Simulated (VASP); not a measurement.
The system is Ge3Pt.

```
Ge Pt
1.0
     0.00000    3.10495    3.10495
     3.10495    0.00000    3.10495
     3.10495    3.10495    0.00000
Ge Pt
3 1
Direct
  0.25000 0.25000 0.25000
  0.75000 0.75000 0.75000
  0.50000 0.50000 0.50000
  0.00000 0.00000 0.00000
```

```yaml
Program: VASP 6.6.1
Task: relaxation of cell and atoms
Functional: PBE
Potentials_or_basis: VASP PAW PBE potentials, release 64 (Ge_d, Pt)
Cutoff: 600 eV
k_mesh: 6 × 6 × 6
Occupations: gaussian, width 0.1 eV
Spin: no spin polarisation
```

At the start: pressure 25.4 GPa; volume 14.97 Å³/atom.

Question: How do energy, volume and symmetry change on relaxing?

Answer: Over 4 steps the energy falls by 180.8 meV/atom and the volume is 17.63 Å³/atom (+17.8 %); space group Fm-3m (No. 225, to 0.05 Å).

Step by step:
| step | energy change (eV) | largest force (eV/Å) | pressure (GPa) | volume (Å³) |
| --- | --- | --- | --- | --- |
| 1 | 0.0000 | 0.0000 | 25.40 | 59.87 |
| 2 | -0.2017 | 0.0000 | -11.47 | 82.87 |
| 3 | -0.7230 | 0.0000 | -0.45 | 70.74 |
| 4 | -0.7233 | 0.0000 | 0.02 | 70.50 |

Final structure:
```
Ge Pt
1.0
     0.00000    3.27885    3.27885
     3.27885    0.00000    3.27885
     3.27885    3.27885    0.00000
Ge Pt
3 1
Direct
  0.25000 0.25000 0.25000
  0.75000 0.75000 0.75000
  0.50000 0.50000 0.50000
  0.00000 0.00000 0.00000
```

Caveat: the volume moved by over 15 % at a fixed basis, so the end points are rough.
